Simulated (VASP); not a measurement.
A run of VASP 6.6.1:

The input INCAR:

```
SYSTEM = BaMg2N2
PREC = Accurate
ENCUT = 520
EDIFF = 1E-6
ISMEAR = 0
SIGMA = 0.1
LREAL = .False.
LASPH = .True.
NELM = 60
ALGO = Normal
ISIF = 2
LWAVE = .False.
LCHARG = .False.
GGA = PE
NBANDS = 20
```

KPOINTS

```
regular mesh
0
Gamma
  6 6 2
  0 0 0
```

File POSCAR:

```
BaMg2N2
1.0
    5.3657320528      0.0000000000      0.0000000000
   -2.6828660264      4.6468602676      0.0000000000
    0.0000000000      0.0000000000      6.3716154105
Ba Mg N
1 2 2
Direct
    0.0000000000      0.0000000000      0.0000000000
    0.3333333333      0.6666666667      0.5000000000
    0.6666666667      0.3333333333      0.5000000000
    0.0000000000      0.0000000000      0.4089293226
    0.0000000000      0.0000000000      0.5910706774
```

Potentials or basis: VASP PAW PBE potentials, release 64 (Ba_sv, Mg, N).

The run is started by

```sh
$ cat potpaw_PBE.64/Ba_sv/POTCAR potpaw_PBE.64/Mg/POTCAR potpaw_PBE.64/N/POTCAR > POTCAR
$ mpirun -np 1 vasp_std > vasp.out
```

Hardware: 1 thread of Oxide Virtual Turin-like Processor, on a shared host.

Problem. Estimate the wall time of this run.

Solution. It took 53 s on 1 thread of Oxide Virtual Turin-like Processor (shared host), peak memory 0.25 GiB. Counts: scf iterations 15, k points 14.
